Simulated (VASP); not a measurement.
# Ag (Im-3m) in VASP: notebook

Ag is run at these levels: PBEsol; tasks: single point.

Everything below comes from runs of VASP 6.6.1. Logs are shortened: lines on timing, memory, paths and dates and some standing lists are left out, and cuts for length are marked.

### Step 1. The cell of the first run

Symmetry: Im-3m, No. 229, cubic system. The conventional cell has a = 3.344 Å, b = 3.344 Å, c = 3.344 Å, α = 90.00°, β = 90.00°, γ = 90.00°. Ag (site symmetry m-3m) has 14 Ag at 2.90 to 3.34 Å within 3.8 Å.

This isn't the form of Ag at room conditions, which is fcc.

### Step 2. Single point, PBEsol

Contents of INCAR:

```
  ALGO = Normal
  EDIFF = 1E-6
  ENCUT = 500
  GGA = PS
  GGA_COMPAT = F
  ISIF = 2
  ISMEAR = -1
  LASPH = T
  LCHARG = F
  LREAL = F
  LWAVE = F
  NBANDS = 12
  NELM = 120
  PREC = Accurate
  SIGMA = 0.15
```

Contents of KPOINTS:

```
k-points
0
Gamma
  12 12 12
```

Contents of POSCAR:

```
Ag
1.0
   -1.6720476800      1.6720476800      1.6720476800
    1.6720476800     -1.6720476800      1.6720476800
    1.6720476800      1.6720476800     -1.6720476800
Ag
1
Direct
    0.0000000000      0.0000000000      0.0000000000
```

Potentials or basis: VASP PAW PBE potentials, release 64 (Ag).

On the command line:

```sh
> cat potpaw_PBE.64/Ag/POTCAR > POTCAR
> mpirun -np 1 vasp_std > vasp.out
```

OUTCAR:

```text
EDIFF = 1E-6
   ENCUT = 500
   GGA = PS
   ISIF = 2
   ISMEAR = -1
   LASPH = T
   LREAL = F
   NELM = 120
   PREC = Accurate

 ion  position               nearest neighbor table
   1  0.000  0.000  0.000-

  LATTYP: Found a body centered cubic cell.
 ALAT       =     3.3440953600

  Lattice vectors:

 A1 = (  -1.6720476800,   1.6720476800,   1.6720476800)
 A2 = (   1.6720476800,  -1.6720476800,   1.6720476800)
 A3 = (   1.6720476800,   1.6720476800,  -1.6720476800)

Analysis of symmetry for initial positions (statically):
=====================================================================
 Subroutine PRICEL returns:
 Original cell was already a primitive cell.

 Routine SETGRP: Setting up the symmetry group for a
 body centered cubic supercell.

 Subroutine GETGRP returns: Found 48 space group operations
 (whereof 48 operations were pure point group operations)
 out of a pool of 48 trial point group operations.

The static configuration has the point symmetry O_h .

Analysis of symmetry for dynamics (positions and initial velocities):
=====================================================================
 Subroutine PRICEL returns:
 Original cell was already a primitive cell.

 Routine SETGRP: Setting up the symmetry group for a
 body centered cubic supercell.

 Subroutine GETGRP returns: Found 48 space group operations
 (whereof 48 operations were pure point group operations)
 out of a pool of 48 trial point group operations.

The dynamic configuration has the point symmetry O_h .

 Subroutine INISYM returns: Found 48 space group operations
 (whereof 48 operations are pure point group operations),
 and found     1 'primitive' translations

----------------------------------------------------------------------------------------

                                     Primitive cell

  volume of cell :      18.6985

  direct lattice vectors                    reciprocal lattice vectors
    -1.672047680  1.672047680  1.672047680     0.000000000  0.299034535  0.299034535
     1.672047680 -1.672047680  1.672047680     0.299034535  0.000000000  0.299034535
     1.672047680  1.672047680 -1.672047680     0.299034535  0.299034535  0.000000000

  length of vectors
     2.896071534  2.896071534  2.896071534     0.422898695  0.422898695  0.422898695

  position of ions in fractional coordinates (direct lattice)
     0.000000000  0.000000000  0.000000000

  ion indices of the primitive-cell ions
   primitive index   ion index
                 1           1

----------------------------------------------------------------------------------------

 KPOINTS: k-points

Automatic generation of k-mesh.
 Grid dimensions read from file:
 generate k-points for:   12   12   12

 Generating k-lattice:

  Cartesian coordinates                     Fractional coordinates (reciprocal lattice)
     0.000000000  0.024919545  0.024919545     0.083333333  0.000000000  0.000000000
     0.024919545  0.000000000  0.024919545     0.000000000  0.083333333  0.000000000
     0.024919545  0.024919545  0.000000000     0.000000000  0.000000000  0.083333333

  Length of vectors
     0.035241558  0.035241558  0.035241558

  Shift w.r.t. Gamma in fractional coordinates (k-lattice)
     0.000000000  0.000000000  0.000000000

 Subroutine IBZKPT returns following result:
 ===========================================

 Found     72 irreducible k-points:

 Following reciprocal coordinates:
            Coordinates               Weight
  0.000000  0.000000  0.000000      1.000000
  0.083333  0.000000  0.000000     12.000000
  0.166667  0.000000  0.000000     12.000000
  0.250000  0.000000  0.000000     12.000000
  0.333333  0.000000  0.000000     12.000000
  0.416667  0.000000  0.000000     12.000000
[... 16 lines left out ...]
  0.333333  0.083333  0.083333     24.000000
  0.416667  0.083333  0.083333     12.000000
 [... further k-points ...]
   k-points           NKPTS =     72   k-points in BZ     NKDIM =     72   number of bands    NBANDS=     12
   number of dos      NEDOS =    301   number of ions     NIONS =      1
   total plane-waves  NPLWV =  13824
   dimension x,y,z NGX =    24 NGY =   24 NGZ =   24
   dimension x,y,z NGXF=    48 NGYF=   48 NGZF=   48
   ions per type =               1
   NGX,Y,Z   is equivalent  to a cutoff of  13.78, 13.78, 13.78 a.u.
   NGXF,Y,Z  is equivalent  to a cutoff of  27.55, 27.55, 27.55 a.u.
 SYSTEM =  unknown system
   PREC   = accura    normal or accurate (medium, high low for compatibility)
   ISTART =      0    job   : 0-new  1-cont  2-samecut
   ICHARG =      2    charge: 1-file 2-atom 10-const
   ISPIN  =      1    spin polarized calculation?
   LNONCOLLINEAR =      F non collinear calculations
   LSORBIT =      F    spin-orbit coupling
   LASPH  =      T    aspherical Exc in radial PAW
   ENCUT  =  500.0 eV  36.75 Ry    6.06 a.u.   5.28  5.28  5.28*2*pi/ulx,y,z
   NELM   =    120;   NELMIN=  2; NELMDL= -5     # of ELM steps
   EDIFF  = 0.1E-05   stopping-criterion for ELM
   LREAL  =      F    real-space projection
   EDIFFG = 0.1E-04   stopping-criterion for IOM
   NSW    =      0    number of steps for IOM
   IBRION =     -1    ionic relax: 0-MD 1-quasi-New 2-CG
   NFREE  =      0    steps in history (QN), initial steepest desc. (CG)
   ISIF   =      2    stress and relaxation
   ISYM   =      2    0-nonsym 1-usesym 2-fastsym
   POTIM  = 0.5000    time-step for ionic-motion
   TEBEG  =    0.0;   TEEND  =   0.0 temperature during run
   PSTRESS=    0.0 pullay stress
   NELECT =      11.0000    total number of electrons
   NUPDOWN=      -1.0000    fix difference up-down
   EMIN   =  10.00;   EMAX   =-10.00  energy-range for DOS
   EFERMI =   0.00;   METHOD = LEGACY
   ISMEAR =    -1;   SIGMA  =   0.15  broadening in eV -4-tet -1-fermi 0-gaus
   EFERMI_NEDOS =   21; number of points for ismear=-14 and -15
   IALGO  =     38    algorithm
   IMIX   =      4    mixing-type and parameters
     AMIX     =   0.40;   BMIX     =  1.00
     AMIX_MAG =   1.60;   BMIX_MAG =  1.00
  volume/ion in A,a.u.               =      18.70       126.18
  Fermi-wavevector in a.u.,A,eV,Ry     =   1.371736  2.592204 25.601518  1.881659
  Thomas-Fermi vector in A             =   2.497406
   LORBIT       =      0    0 simple, 1 ext, 2 COOP (PROOUT), +10 PAW based schemes
   GGA     = PS    functional components
   LHFCALC =     F    Hartree Fock is set to
   AEXX    =    0.0000 exact exchange contribution
   IVDW    =     0    specifies the selected vdW correction
   LEPSILON=     F    determine dielectric tensor
   LRPA    =     F    only Hartree local field effects (RPA)
 non-spin polarized calculation
  energy-cutoff  :      500.00
  volume of cell :       18.70
 maximum number of plane-waves:       490
 NGX is ok and might be reduce to    24
   NGX = 11   NGY = 11   NGZ = 11

 number of electron      10.9999997 magnetization

 Free energy of the ion-electron system (eV)
  ---------------------------------------------------
  ext. energy  EPLUGINS =         0.00000000
  ---------------------------------------------------
  free energy    TOTEN  =        -3.21200191 eV

  energy without entropy =       -3.18207274  energy(sigma->0) =       -3.19703733

 E-fermi :   7.0333     XC(G=0): -11.8695

 val. band max:        6.9507602008   @ k =  -0.3333   0.4167   0.1667
 cond. band min:       7.1123867385   @ k =   0.5000   0.0000   0.0000
 fundamental gap:      0.1616265377
 Fermi energy:         7.0332682673

 k-point     1 :       0.0000    0.0000    0.0000
  band No.  band energies     occupation
      1      -0.1500      2.00000
      2       2.4554      2.00000
      3       2.4554      2.00000
      4       2.4554      2.00000
      5       3.6139      2.00000
      6       3.6139      2.00000
      7      24.6099      0.00000
      8      24.6099      0.00000
      9      24.6099      0.00000
     10      29.5325      0.00000
     11      29.5325      0.00000
     12      29.5325      0.00000

 k-point     2 :       0.0833    0.0000    0.0000
  band No.  band energies     occupation
      1       0.0619      2.00000
      2       2.4075      2.00000
      3       2.4643      2.00000
      4       2.5692      2.00000
      5       3.5637      2.00000
      6       3.6173      2.00000
      7      23.9024      0.00000
      8      24.4796      0.00000
      9      24.7171      0.00000
     10      27.8039      0.00000
     11      27.9649      0.00000
     12      28.2931      0.00000

 k-point     3 :       0.1667    0.0000    0.0000
  band No.  band energies     occupation
      1       0.6369      2.00000
      2       2.2789      2.00000
      3       2.5169      2.00000
      4       2.8925      2.00000
      5       3.4702      2.00000
      6       3.6289      2.00000
      7      21.5111      0.00000
      8      23.5989      0.00000
      9      24.9926      0.00000
     10      26.1468      0.00000
     11      26.6894      0.00000
     12      27.6379      0.00000
[... 286 lines left out ...]
 k-point    23 :       0.3333    0.0833    0.0833
  band No.  band energies     occupation
      1       1.4689      2.00000
      2       1.8329      2.00000
      3       3.5570      2.00000
      4       3.5801      2.00000
      5       3.7071      2.00000
      6       6.9222      1.35414
      7      12.4671      0.00000
      8      18.6632      0.00000
      9      18.7670      0.00000
     10      27.2046      0.00000
     11      29.5049      0.00000
     12      31.4660      0.00000

 k-point    24 :       0.4167    0.0833    0.0833
  band No.  band energies     occupation
      1       1.4102      2.00000
      2       1.7973      2.00000
      3       3.6020      2.00000
      4       3.7185      2.00000
      5       3.7795      2.00000
      6       8.2293      0.00069
      7      10.7437      0.00000
      8      18.3563      0.00000
      9      18.5485      0.00000
     10      27.2698      0.00000
     11      29.4922      0.00000
     12      31.2266      0.00000

 [... further k-points ...]

------------------------ aborting loop because EDIFF is reached ----------------------------------------

  FORCE on cell =-STRESS in cart. coord.  units (eV):
  Direction    XX          YY          ZZ          XY          YZ          ZX
  --------------------------------------------------------------------------------------
  -------------------------------------------------------------------------------------
  Total       -1.0600257     -1.0600257     -1.0600257      0.0000000      0.0000000      0.0000000
  in kB      -90.8282663    -90.8282663    -90.8282663      0.0000000      0.0000000      0.0000000
  external PRESSURE =     -90.8282663 kB  Pullay stress =       0.0000000 kB

 VOLUME and BASIS-vectors are now :
 -----------------------------------------------------------------------------
  energy-cutoff  :      500.00
  volume of cell :       18.70
      direct lattice vectors                 reciprocal lattice vectors
    -1.672047680  1.672047680  1.672047680     0.000000000  0.299034535  0.299034535
     1.672047680 -1.672047680  1.672047680     0.299034535  0.000000000  0.299034535
     1.672047680  1.672047680 -1.672047680     0.299034535  0.299034535  0.000000000

 POSITION                                       TOTAL-FORCE (eV/Angst)
 -----------------------------------------------------------------------------------
      0.00000      0.00000      0.00000        -0.000000      0.000000     -0.000000
 -----------------------------------------------------------------------------------
    total drift:                               -0.000000      0.000000      0.000000

  FREE ENERGIE OF THE ION-ELECTRON SYSTEM (eV)
  ---------------------------------------------------
  free  energy   TOTEN  =        -3.2120019147 eV

  energy  without entropy=       -3.1820727422  energy(sigma->0) =       -3.19703733
```

Run time: 7.8 s. Hardware: 1 thread of Intel Xeon Platinum 8259CL at 2.50GHz (Skylake/Cascade Lake), shared host; peak memory 0.15 GiB.

Results:

| Item | Value |
| --- | --- |
| Free energy | -3.2120 eV |
| Pressure | -9.1 GPa |
| Band gap on the k mesh | zero (an odd number of electrons rules out a gap without spin polarisation) |

Levels at points of the mesh, in eV from the Fermi level:
```tsv
k point	band 2	band 3	band 4	band 5	band 6	band 7	band 8	band 9
(0.00, 0.00, 0.00)	-4.58	-4.58	-4.58	-3.42	-3.42	17.58	17.58	17.58
(0.50, 0.00, 0.00)	-5.25	-3.47	-3.32	-2.56	0.08	3.61	12.94	13.60
(0.50, 0.50, 0.50)	-5.80	-2.77	-2.77	-2.77	6.57	6.57	6.57	11.51
```

Caveat: the cell stands under tension; the PAW data sets were made with another functional, which shifts forces and pressure a little.

### Step 3. Single point, PBEsol

This run uses another cell than the first one, of 19.24 Å³/atom.

Contents of INCAR:

```
SYSTEM = Ag
PREC     = Accurate       ! precision mode
ENCUT    = 500            ! plane-wave cutoff, eV
EDIFF    = 1E-6           ! SCF threshold, eV
ISMEAR   = -1             ! smearing method
SIGMA    = 0.15           ! smearing width, eV
LREAL    = .False.        ! projectors in reciprocal space
LASPH    = .True.         ! aspherical terms in the spheres
NELM     = 120            ! most SCF steps
ALGO     = Normal         ! electronic algorithm
ISIF     = 2              ! what is computed and relaxed
LWAVE    = .False.        ! write WAVECAR
LCHARG   = .False.        ! write CHGCAR
GGA      = PS             ! functional
NBANDS   = 12             ! bands
GGA_COMPAT= .False.
```

Contents of KPOINTS:

```
regular mesh
0
Gamma
  12 12 12
  0 0 0
```

Contents of POSCAR:

```
Ag
1.0
   -1.6881260479      1.6881260479      1.6881260479
    1.6881260479     -1.6881260479      1.6881260479
    1.6881260479      1.6881260479     -1.6881260479
Ag
1
Direct
    0.0000000000      0.0000000000      0.0000000000
```

Potentials or basis: VASP PAW PBE potentials, release 64 (Ag).

On the command line:

```sh
> cat potpaw_PBE.64/Ag/POTCAR > POTCAR
> mpirun -np 1 vasp_std > vasp.out
```

OUTCAR:

```text
SYSTEM = Ag
   PREC = Accurate
   ENCUT = 500
   EDIFF = 1E-6
   ISMEAR = -1
   LREAL = .False.
   LASPH = .True.
   NELM = 120
   ISIF = 2
   GGA = PS

 ion  position               nearest neighbor table
   1  0.000  0.000  0.000-

  LATTYP: Found a body centered cubic cell.
 ALAT       =     3.3762520958

  Lattice vectors:

 A1 = (  -1.6881260479,   1.6881260479,   1.6881260479)
 A2 = (   1.6881260479,  -1.6881260479,   1.6881260479)
 A3 = (   1.6881260479,   1.6881260479,  -1.6881260479)

Analysis of symmetry for initial positions (statically):
=====================================================================
 Subroutine PRICEL returns:
 Original cell was already a primitive cell.

 Routine SETGRP: Setting up the symmetry group for a
 body centered cubic supercell.

 Subroutine GETGRP returns: Found 48 space group operations
 (whereof 48 operations were pure point group operations)
 out of a pool of 48 trial point group operations.

The static configuration has the point symmetry O_h .

Analysis of symmetry for dynamics (positions and initial velocities):
[... 165 lines left out ...]
  band No.  band energies     occupation
      1      -0.3089      2.00000
      2       2.1953      2.00000
      3       2.1953      2.00000
      4       2.1953      2.00000
      5       3.2993      2.00000
      6       3.2993      2.00000
      7      24.1381      0.00000
      8      24.1381      0.00000
      9      24.1381      0.00000
     10      28.6597      0.00000
     11      28.6597      0.00000
     12      28.6597      0.00000
[... 331 lines left out ...]
 k-point    24 :       0.4167    0.0833    0.0833
  band No.  band energies     occupation
      1       1.2058      2.00000
      2       1.5711      2.00000
      3       3.2867      2.00000
      4       3.3967      2.00000
      5       3.4686      2.00000
      6       7.8876      0.00064
      7      10.2465      0.00000
      8      17.7832      0.00000
      9      18.0432      0.00000
     10      26.6307      0.00000
     11      28.7209      0.00000
     12      30.6146      0.00000

 [... further k-points ...]

------------------------ aborting loop because EDIFF is reached ----------------------------------------

  FORCE on cell =-STRESS in cart. coord.  units (eV):
  Direction    XX          YY          ZZ          XY          YZ          ZX
  --------------------------------------------------------------------------------------
  -------------------------------------------------------------------------------------
  Total       -1.2699630     -1.2699630     -1.2699630     -0.0000000     -0.0000000     -0.0000000
  in kB     -105.7370178   -105.7370178   -105.7370178     -0.0000000     -0.0000000     -0.0000000
  external PRESSURE =    -105.7370178 kB  Pullay stress =       0.0000000 kB

 VOLUME and BASIS-vectors are now :
 -----------------------------------------------------------------------------
  energy-cutoff  :      500.00
  volume of cell :       19.24
      direct lattice vectors                 reciprocal lattice vectors
    -1.688126048  1.688126048  1.688126048     0.000000000  0.296186414  0.296186414
     1.688126048 -1.688126048  1.688126048     0.296186414  0.000000000  0.296186414
     1.688126048  1.688126048 -1.688126048     0.296186414  0.296186414  0.000000000

 POSITION                                       TOTAL-FORCE (eV/Angst)
 -----------------------------------------------------------------------------------
      0.00000      0.00000      0.00000         0.000000     -0.000000      0.000000
 -----------------------------------------------------------------------------------
    total drift:                               -0.000000      0.000000      0.000000

  FREE ENERGIE OF THE ION-ELECTRON SYSTEM (eV)
  ---------------------------------------------------
  free  energy   TOTEN  =        -3.1786712702 eV

  energy  without entropy=       -3.1491831261  energy(sigma->0) =       -3.16392720
```

Wall time 7.8 s (1 thread of Intel Xeon Platinum 8259CL at 2.50GHz (Skylake/Cascade Lake), shared host); peak memory 0.14 GiB.

Results:

```
Free energy            : -3.1787 eV
Pressure               : -10.6 GPa
Band gap on the k mesh : zero (an odd number of electrons rules out a gap without spin polarisation)
```

Caveat: the cell stands under tension; the PAW data sets were made with another functional, which shifts forces and pressure a little.

The gap in the log of VASP goes by the Fermi energy; the results here count the filled bands.